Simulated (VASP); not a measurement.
In: single point with PBEsol

In:

```
CELL_PARAMETERS angstrom
0.00000 2.33342 2.33342
2.33342 0.00000 2.33342
2.33342 2.33342 0.00000
ATOMIC_POSITIONS crystal
In 0.00000 0.00000 0.00000
```

```
Program             : VASP 6.6.1
Task                : single point
Functional          : PBEsol
Potentials or basis : VASP PAW PBE potentials, release 64 (In_d)
Cutoff              : 520 eV
k mesh              : 8 × 8 × 8
Occupations         : gaussian, width 0.1 eV
Spin                : no spin polarisation
```

```json
{
 "Pressure": "0.4 GPa"
}
```

Levels at points of the mesh, in eV from the Fermi level:
```tsv
k point	band 4	band 5	band 6	band 7	band 8	band 9
(0.00, 0.00, 0.00)	-14.48	-14.48	-9.86	10.72	10.72	10.72
(0.50, 0.00, 0.00)	-14.31	-14.31	-4.44	-3.62	8.51	8.51
(0.50, 0.50, 0.00)	-14.27	-14.27	-2.42	-2.14	3.99	3.99
```

Wall time 32 s on 1 thread of AMD EPYC 7R13, with other jobs on the host, peak memory 0.16 GiB.

Caveat: the PAW data sets were made with another functional, which shifts forces and pressure a little; spin-orbit coupling is left out, which moves the levels of the heavy elements.
